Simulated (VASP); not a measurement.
Wanted: the native input for a VASP 6.6.1 run.

* Task: relaxation of cell and atoms
* Functional: PBE
* Potentials or basis: VASP PAW PBE potentials, release 64 (Si, C)
* Cutoff: 600 eV
* k mesh: 6 × 6 × 6
* Occupations: gaussian, width 0.1 eV
* Spin: no spin polarisation
* Dipole correction: no
* Further INCAR settings: ALGO = Normal; EDIFF = 1e-06; IBRION = 2; EDIFFG = -0.04; NSW = 90; ISIF = 3

The structure of SiC3 lies in POSCAR:

```
SiC3
1.0
    3.4229902508      0.0000000000      0.0000000000
    0.0000000000      3.4229902508      0.0000000000
    0.0000000000      0.0000000000      3.3892708495
Si C
1 3
Direct
    0.0000000000      0.0000000000      0.0000000000
    0.5000000000      0.5000000000      0.2128154857
    0.0000000000      0.0000000000      0.5000000000
    0.5000000000      0.5000000000      0.7871845143
```

The input as run:

INCAR

```
SYSTEM = SiC3
PREC     = Accurate       ! precision mode
ENCUT    = 600            ! plane-wave cutoff, eV
EDIFF    = 1E-6           ! SCF threshold, eV
ISMEAR   = 0              ! smearing method
SIGMA    = 0.1            ! smearing width, eV
LREAL    = .False.        ! projectors in reciprocal space
LASPH    = .True.         ! aspherical terms in the spheres
NELM     = 100            ! most SCF steps
ALGO     = Normal         ! electronic algorithm
ISIF     = 3              ! what is computed and relaxed
LWAVE    = .False.        ! write WAVECAR
LCHARG   = .False.        ! write CHGCAR
GGA      = PE             ! functional
IBRION   = 2              ! ionic algorithm
NSW      = 90             ! ionic steps
EDIFFG   = -0.04          ! ionic threshold
```

KPOINTS

```
Automatic mesh
0
Gamma
  6 6 6
  0 0 0
```

Potentials or basis: VASP PAW PBE potentials, release 64 (Si, C).

Run with:

```bash
$ cat potpaw_PBE.64/Si/POTCAR potpaw_PBE.64/C/POTCAR > POTCAR
$ mpirun -np 1 vasp_std > vasp.out
```

It gave:

| Quantity | Value |
| --- | --- |
| Relaxed volume | 10.79 Å³/atom |
| Relaxed cell | a = 3.559 Å, b = 3.559 Å, c = 3.407 Å, α = 90.00°, β = 90.00°, γ = 90.00° |
| Space group after relaxing (to 0.1 Å) | P4/mmm (No. 123) |
| Energy gained by relaxing | 27.1 meV/atom |
| Ionic steps | 14 |
| Pressure after relaxing | 0.2 GPa |
| Largest force after relaxing | 0.037 eV/Å |
| Band gap on the k mesh | zero (bands 8 and 9 overlap by 2.83 eV) |

Wall time 2.6 min on 1 thread of Intel Xeon 8259CL, with other jobs on the host, peak memory 0.16 GiB.
